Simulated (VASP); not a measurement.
# AlP (m.bgw) (F-43m) in VASP: single point with PBEsol

Aim: the single point of AlP (m.bgw) with PBEsol.

Program: VASP 6.6.1. These are calculated values, not measurements. Logs are shortened: lines on timing, memory, paths and dates and some standing lists are left out, and cuts for length are marked.

### Step 1. The cell of the first run

The structure is cubic, space group F-43m (No. 216). The conventional cell has a = 5.470 Å, b = 5.470 Å, c = 5.470 Å, α = 90.00°, β = 90.00°, γ = 90.00°. Al (site symmetry -43m) has 4 P at 2.37 Å within 3.1 Å. P (site symmetry -43m) has 4 Al at 2.37 Å within 3.1 Å.

### Step 2. Single point, PBEsol

The input, INCAR:

```
PREC     = Accurate       # precision mode
ENCUT    = 500            # plane-wave cutoff, eV
EDIFF    = 1E-6           # SCF threshold, eV
ISMEAR   = 0              # smearing method
SIGMA    = 0.01           # smearing width, eV
LREAL    = False          # projectors in reciprocal space
LASPH    = True           # aspherical terms in the spheres
NELM     = 120            # most SCF steps
ALGO     = Normal         # electronic algorithm
ISIF     = 2              # what is computed and relaxed
LWAVE    = False          # write WAVECAR
LCHARG   = True           # write CHGCAR
GGA      = PS             # functional
LELF     = True           # ELF
LVHAR    = True         
NBANDS   = 11             # bands
GGA_COMPAT= False
```

The input, KPOINTS:

```
regular mesh
0
Gamma
  4 4 4
```

The input, POSCAR:

```
AlP
1.0
    0.0000000000      2.7350000000      2.7350000000
    2.7350000000      0.0000000000      2.7350000000
    2.7350000000      2.7350000000      0.0000000000
Al P
1 1
Direct
    0.0000000000      0.0000000000      0.0000000000
    0.2500000000      0.2500000000      0.2500000000
```

Potentials or basis: VASP PAW PBE potentials, release 64 (Al, P).

On the command line:

```console
$ cat potpaw_PBE.64/Al/POTCAR potpaw_PBE.64/P/POTCAR > POTCAR
$ mpirun -np 1 vasp_std > vasp.out
```

OUTCAR:

```text
PREC = Accurate
   ENCUT = 500
   EDIFF = 1E-6
   ISMEAR = 0
   LREAL = False
   LASPH = True
   NELM = 120
   ISIF = 2
   GGA = PS

 ion  position               nearest neighbor table
   1  0.000  0.000  0.000-   2 2.37   2 2.37   2 2.37   2 2.37
   2  0.250  0.250  0.250-   1 2.37   1 2.37   1 2.37   1 2.37

  LATTYP: Found a face centered cubic cell.
 ALAT       =     5.4700000000

  Lattice vectors:

 A1 = (   0.0000000000,   2.7350000000,   2.7350000000)
 A2 = (   2.7350000000,   0.0000000000,   2.7350000000)
 A3 = (   2.7350000000,   2.7350000000,   0.0000000000)

Analysis of symmetry for initial positions (statically):
=====================================================================
 Subroutine PRICEL returns:
 Original cell was already a primitive cell.

 Routine SETGRP: Setting up the symmetry group for a
 face centered cubic supercell.

 Subroutine GETGRP returns: Found 24 space group operations
 (whereof 24 operations were pure point group operations)
 out of a pool of 48 trial point group operations.

The static configuration has the point symmetry T_d .

Analysis of symmetry for dynamics (positions and initial velocities):
=====================================================================
 Subroutine PRICEL returns:
 Original cell was already a primitive cell.

 Routine SETGRP: Setting up the symmetry group for a
 face centered cubic supercell.

 Subroutine GETGRP returns: Found 24 space group operations
 (whereof 24 operations were pure point group operations)
 out of a pool of 48 trial point group operations.

The dynamic configuration has the point symmetry T_d .

 Subroutine INISYM returns: Found 24 space group operations
 (whereof 24 operations are pure point group operations),
 and found     1 'primitive' translations

----------------------------------------------------------------------------------------

                                     Primitive cell

  volume of cell :      40.9168

  direct lattice vectors                    reciprocal lattice vectors
     0.000000000  2.735000000  2.735000000    -0.182815356  0.182815356  0.182815356
     2.735000000  0.000000000  2.735000000     0.182815356 -0.182815356  0.182815356
     2.735000000  2.735000000  0.000000000     0.182815356  0.182815356 -0.182815356

  length of vectors
     3.867874093  3.867874093  3.867874093     0.316645486  0.316645486  0.316645486

  position of ions in fractional coordinates (direct lattice)
     0.000000000  0.000000000  0.000000000
     0.250000000  0.250000000  0.250000000

  ion indices of the primitive-cell ions
   primitive index   ion index
                 1           1
                 2           2

----------------------------------------------------------------------------------------

 KPOINTS: regular mesh

Automatic generation of k-mesh.
 Grid dimensions read from file:
 generate k-points for:    4    4    4

 Generating k-lattice:

  Cartesian coordinates                     Fractional coordinates (reciprocal lattice)
    -0.045703839  0.045703839  0.045703839     0.250000000  0.000000000  0.000000000
     0.045703839 -0.045703839  0.045703839     0.000000000  0.250000000  0.000000000
     0.045703839  0.045703839 -0.045703839     0.000000000  0.000000000  0.250000000

  Length of vectors
     0.079161371  0.079161371  0.079161371

  Shift w.r.t. Gamma in fractional coordinates (k-lattice)
     0.000000000  0.000000000  0.000000000

 Subroutine IBZKPT returns following result:
 ===========================================

 Found      8 irreducible k-points:

 Following reciprocal coordinates:
            Coordinates               Weight
  0.000000  0.000000  0.000000      1.000000
  0.250000  0.000000  0.000000      8.000000
  0.500000  0.000000  0.000000      4.000000
  0.250000  0.250000  0.000000      6.000000
  0.500000  0.250000  0.000000     24.000000
 -0.250000  0.250000  0.000000     12.000000
  0.500000  0.500000  0.000000      3.000000
 -0.250000  0.500000  0.250000      6.000000
   k-points           NKPTS =      8   k-points in BZ     NKDIM =      8   number of bands    NBANDS=     11
   number of dos      NEDOS =    301   number of ions     NIONS =      2
   total plane-waves  NPLWV =  21952
   dimension x,y,z NGX =    28 NGY =   28 NGZ =   28
   dimension x,y,z NGXF=    56 NGYF=   56 NGZF=   56
   ions per type =               1   1
   NGX,Y,Z   is equivalent  to a cutoff of  12.03, 12.03, 12.03 a.u.
   NGXF,Y,Z  is equivalent  to a cutoff of  24.07, 24.07, 24.07 a.u.
 SYSTEM =  unknown system
   PREC   = accura    normal or accurate (medium, high low for compatibility)
   ISTART =      0    job   : 0-new  1-cont  2-samecut
   ICHARG =      2    charge: 1-file 2-atom 10-const
   ISPIN  =      1    spin polarized calculation?
   LNONCOLLINEAR =      F non collinear calculations
   LSORBIT =      F    spin-orbit coupling
   LASPH  =      T    aspherical Exc in radial PAW
   ENCUT  =  500.0 eV  36.75 Ry    6.06 a.u.   7.05  7.05  7.05*2*pi/ulx,y,z
   NELM   =    120;   NELMIN=  2; NELMDL= -5     # of ELM steps
   EDIFF  = 0.1E-05   stopping-criterion for ELM
   LREAL  =      F    real-space projection
   EDIFFG = 0.1E-04   stopping-criterion for IOM
   NSW    =      0    number of steps for IOM
   IBRION =     -1    ionic relax: 0-MD 1-quasi-New 2-CG
   NFREE  =      0    steps in history (QN), initial steepest desc. (CG)
   ISIF   =      2    stress and relaxation
   ISYM   =      2    0-nonsym 1-usesym 2-fastsym
   POTIM  = 0.5000    time-step for ionic-motion
   TEBEG  =    0.0;   TEEND  =   0.0 temperature during run
   PSTRESS=    0.0 pullay stress
   NELECT =       8.0000    total number of electrons
   NUPDOWN=      -1.0000    fix difference up-down
   EMIN   =  10.00;   EMAX   =-10.00  energy-range for DOS
   EFERMI =   0.00;   METHOD = LEGACY
   ISMEAR =     0;   SIGMA  =   0.01  broadening in eV -4-tet -1-fermi 0-gaus
   EFERMI_NEDOS =   21; number of points for ismear=-14 and -15
   IALGO  =     38    algorithm
   IMIX   =      4    mixing-type and parameters
     AMIX     =   0.40;   BMIX     =  1.00
     AMIX_MAG =   1.60;   BMIX_MAG =  1.00
  volume/ion in A,a.u.               =      20.46       138.06
  Fermi-wavevector in a.u.,A,eV,Ry     =   0.950176  1.795573 12.283814  0.902835
  Thomas-Fermi vector in A             =   2.078528
   LORBIT       =      0    0 simple, 1 ext, 2 COOP (PROOUT), +10 PAW based schemes
   GGA     = PS    functional components
   LHFCALC =     F    Hartree Fock is set to
   AEXX    =    0.0000 exact exchange contribution
   IVDW    =     0    specifies the selected vdW correction
   LEPSILON=     F    determine dielectric tensor
   LRPA    =     F    only Hartree local field effects (RPA)
 non-spin polarized calculation
 Gauss-broadening in eV      SIGMA  =   0.01
  energy-cutoff  :      500.00
  volume of cell :       40.92
 maximum number of plane-waves:      1056
   NGX = 15   NGY = 15   NGZ = 15

 number of electron       8.0000000 magnetization

 Free energy of the ion-electron system (eV)
  ---------------------------------------------------
  ext. energy  EPLUGINS =         0.00000000
  ---------------------------------------------------
  free energy    TOTEN  =       -10.89409398 eV

  energy without entropy =      -10.89409398  energy(sigma->0) =      -10.89409398

 E-fermi :   4.6307     XC(G=0):  -9.3295

 val. band max:        4.5257747196   @ k =   0.0000   0.0000   0.0000
 cond. band min:       5.9443935857   @ k =   0.5000   0.5000   0.0000
 fundamental gap:      1.4186188662
 Fermi energy:         4.6306623977

 k-point     1 :       0.0000    0.0000    0.0000
  band No.  band energies     occupation
      1      -6.9768      2.00000
      2       4.5258      2.00000
      3       4.5258      2.00000
      4       4.5258      2.00000
      5       7.6727      0.00000
      6       9.0022      0.00000
      7       9.0022      0.00000
      8       9.0022      0.00000
      9      13.2979      0.00000
     10      13.2979      0.00000
     11      14.5553      0.00000

 k-point     2 :       0.2500    0.0000    0.0000
  band No.  band energies     occupation
      1      -6.3163      2.00000
      2       1.3176      2.00000
      3       4.0790      2.00000
      4       4.0790      2.00000
      5       7.7308      0.00000
      6       9.5874      0.00000
      7       9.5874      0.00000
      8      11.3241      0.00000
      9      12.7560      0.00000
     10      12.7560      0.00000
     11      14.6525      0.00000

 k-point     3 :       0.5000    0.0000    0.0000
  band No.  band energies     occupation
      1      -5.2839      2.00000
      2      -1.0509      2.00000
      3       3.7573      2.00000
      4       3.7573      2.00000
      5       7.2180      0.00000
      6       9.2438      0.00000
      7       9.2438      0.00000
      8      12.5671      0.00000
      9      16.0048      0.00000
     10      16.0048      0.00000
     11      16.1605      0.00000

 k-point     4 :       0.2500    0.2500    0.0000
  band No.  band energies     occupation
      1      -6.0891      2.00000
      2       1.6113      2.00000
      3       3.2215      2.00000
      4       3.2215      2.00000
      5       7.2642      0.00000
      6       8.4802      0.00000
      7      11.5297      0.00000
      8      11.5297      0.00000
      9      12.3830      0.00000
     10      14.4757      0.00000
     11      18.0258      0.00000

 k-point     5 :       0.5000    0.2500    0.0000
  band No.  band energies     occupation
      1      -5.0200      2.00000
      2      -0.4097      2.00000
      3       1.8258      2.00000
      4       2.9616      2.00000
      5       7.1825      0.00000
      6       9.7261      0.00000
      7      11.3148      0.00000
      8      11.5570      0.00000
      9      15.1899      0.00000
     10      16.0603      0.00000
     11      17.7385      0.00000

 k-point     6 :      -0.2500    0.2500    0.0000
  band No.  band energies     occupation
      1      -5.4085      2.00000
      2       0.1508      2.00000
      3       1.6566      2.00000
      4       3.6766      2.00000
      5       8.1775      0.00000
      6      10.5019      0.00000
      7      10.6386      0.00000
      8      11.0203      0.00000
      9      12.0598      0.00000
     10      15.4599      0.00000
     11      17.6467      0.00000

 k-point     7 :       0.5000    0.5000    0.0000
  band No.  band energies     occupation
      1      -4.6164      2.00000
      2      -0.8153      2.00000
      3       2.4024      2.00000
      4       2.4024      2.00000
      5       5.9444      0.00000
      6       6.8697      0.00000
      7      15.4528      0.00000
      8      15.4528      0.00000
      9      16.4149      0.00000
     10      16.5693      0.00000
     11      16.5693      0.00000

 k-point     8 :      -0.2500    0.5000    0.2500
  band No.  band energies     occupation
      1      -4.5650      2.00000
      2      -0.4184      2.00000
      3       1.3082      2.00000
      4       1.6631      2.00000
      5       8.7248      0.00000
      6      10.3924      0.00000
      7      10.5492      0.00000
      8      10.7778      0.00000
      9      15.6622      0.00000
     10      16.4433      0.00000
     11      17.6745      0.00000

------------------------ aborting loop because EDIFF is reached ----------------------------------------

  FORCE on cell =-STRESS in cart. coord.  units (eV):
  Direction    XX          YY          ZZ          XY          YZ          ZX
  --------------------------------------------------------------------------------------
  -------------------------------------------------------------------------------------
  Total        0.1199433      0.1199433      0.1199433     -0.0000000      0.0000000     -0.0000000
  in kB        4.6966099      4.6966099      4.6966099     -0.0000000      0.0000000     -0.0000000
  external PRESSURE =       4.6966099 kB  Pullay stress =       0.0000000 kB

 VOLUME and BASIS-vectors are now :
 -----------------------------------------------------------------------------
  energy-cutoff  :      500.00
  volume of cell :       40.92
      direct lattice vectors                 reciprocal lattice vectors
     0.000000000  2.735000000  2.735000000    -0.182815356  0.182815356  0.182815356
     2.735000000  0.000000000  2.735000000     0.182815356 -0.182815356  0.182815356
     2.735000000  2.735000000  0.000000000     0.182815356  0.182815356 -0.182815356

 POSITION                                       TOTAL-FORCE (eV/Angst)
 -----------------------------------------------------------------------------------
      0.00000      0.00000      0.00000        -0.000000     -0.000000     -0.000000
      1.36750      1.36750      1.36750         0.000000      0.000000      0.000000
 -----------------------------------------------------------------------------------
    total drift:                                0.000000      0.000000      0.000000

  FREE ENERGIE OF THE ION-ELECTRON SYSTEM (eV)
  ---------------------------------------------------
  free  energy   TOTEN  =       -10.8940939778 eV

  energy  without entropy=      -10.8940939778  energy(sigma->0) =      -10.89409398
```

It took 4.7 s on 1 thread of Intel Xeon Platinum 8375C at 2.90GHz (Ice Lake), shared host; peak memory 0.14 GiB.

Results:

```
Free energy            : -10.8941 eV
Pressure               : 0.5 GPa
Band gap on the k mesh : 1.42 eV, indirect (least direct gap 3.15 eV)
```

Levels at points of the mesh, in eV from the valence-band top:
```tsv
k point	band 1	band 2	band 3	band 4	band 5	band 6	band 7	band 8
(0.00, 0.00, 0.00)	-11.50	0.00	0.00	0.00	3.15	4.48	4.48	4.48
(0.50, 0.00, 0.00)	-9.81	-5.58	-0.77	-0.77	2.69	4.72	4.72	8.04
(0.50, 0.50, 0.00)	-9.14	-5.34	-2.12	-2.12	1.42	2.34	10.93	10.93
```

Caveat: the k points lie up to 0.50 Å⁻¹ apart; the PAW data sets were made with another functional, which shifts forces and pressure a little.
